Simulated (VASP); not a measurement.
A run of VASP 6.6.1 is set up as follows.

The input INCAR:

```
PREC     = Accurate       # precision mode
ENCUT    = 520            # plane-wave cutoff, eV
EDIFF    = 1E-6           # SCF threshold, eV
ISMEAR   = 0              # smearing method
SIGMA    = 0.1            # smearing width, eV
LREAL    = False          # projectors in reciprocal space
LASPH    = True           # aspherical terms in the spheres
NELM     = 80             # most SCF steps
ALGO     = Fast           # electronic algorithm
ISIF     = 2              # what is computed and relaxed
LWAVE    = False          # write WAVECAR
LCHARG   = False          # write CHGCAR
GGA      = PE             # functional
NBANDS   = 21             # bands
```

File KPOINTS:

```
regular mesh
0
Gamma
  18 18 10
```

Contents of POSCAR:

```
Ru
1.0
    2.6508322694      0.0000000000      0.0000000000
   -1.3254161347      2.2956880865      0.0000000000
    0.0000000000      0.0000000000      4.5687251503
Ru
2
Direct
    0.6666666700      0.3333333300      0.7500000000
    0.3333333300      0.6666666700      0.2500000000
```

Potentials or basis: VASP PAW PBE potentials, release 64 (Ru_pv).

Launch:

```console
$ cat potpaw_PBE.64/Ru_pv/POTCAR > POTCAR
$ mpirun -np 1 vasp_std > vasp.out
```

(1) Estimate the pressure.

(2) Estimate the band gap on the k mesh.

## Answers

(1) -1.3 GPa.

(2) zero (bands 14 and 15 overlap by 2.78 eV).

Caveat: the cell differs from its parent crystal (Rh replaced by Ru, lengths x 1.017, strained).
